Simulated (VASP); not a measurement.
Write the native input for VASP 6.6.1 that does the following.

```
Task                   : relaxation of cell and atoms
Functional             : PBE
Potentials or basis    : VASP PAW PBE potentials, release 64 (Cd, Se)
Cutoff                 : 600 eV
k mesh                 : 13 × 13 × 13
Occupations            : fermi-dirac, width 0.05 eV
Spin                   : no spin polarisation
Target pressure        : 5.2 GPa
Dipole correction      : no
Further INCAR settings : ALGO = Normal; EDIFF = 1e-06; IBRION = 2; EDIFFG = -0.005; NSW = 32; ISIF = 3
```

The structure of CdSe (CsCl type) lies in POSCAR:

```
CdSe
1.0
    3.4692154979      0.0000000000      0.0000000000
    0.0000000000      3.4692154979      0.0000000000
    0.0000000000      0.0000000000      3.4692154979
Cd Se
1 1
Direct
    0.0000000000      0.0000000000      0.0000000000
    0.5000000000      0.5000000000      0.5000000000
```

One way to write it, as run:

INCAR

```
PREC = Accurate ; ENCUT = 600
EDIFF = 1E-6 ; ISMEAR = -1
SIGMA = 0.05 ; LREAL = False
LASPH = True ; NELM = 100
ALGO = Normal ; ISIF = 3
LWAVE = False ; LCHARG = False
GGA = PE ; IBRION = 2
NSW = 32 ; EDIFFG = -0.005
PSTRESS = 52.0
```

KPOINTS

```
regular mesh
0
Gamma
  13 13 13
```

Potentials or basis: VASP PAW PBE potentials, release 64 (Cd, Se).

The run is started by

```sh
$ cat potpaw_PBE.64/Cd/POTCAR potpaw_PBE.64/Se/POTCAR > POTCAR
$ mpirun -np 1 vasp_std > vasp.out
```

Results of the run:

```yaml
Relaxed_volume: 20.95 Å³/atom
Relaxed_cell: a = 3.473 Å, b = 3.473 Å, c = 3.473 Å, α = 90.00°, β = 90.00°, γ = 90.00°
Space_group_after_relaxing_to_0.05_Å: Pm-3m (No. 221)
Energy_change_on_relaxing_the_enthalpy_is_what_falls: -2.5 meV/atom
Ionic_steps: 3
Pressure_after_relaxing: 5.2 GPa
Band_gap_on_the_k_mesh: zero (band 9 reaches 4.10 eV, above the bottom of band 10 at 2.64 eV)
```

Caveat: the cell is relaxed towards a set pressure, so the enthalpy falls and the energy may rise.

Run time: 46 s on 1 thread of AMD EPYC 9R45 96-Core Processor (Zen 5), on a shared host, peak memory 0.18 GiB.
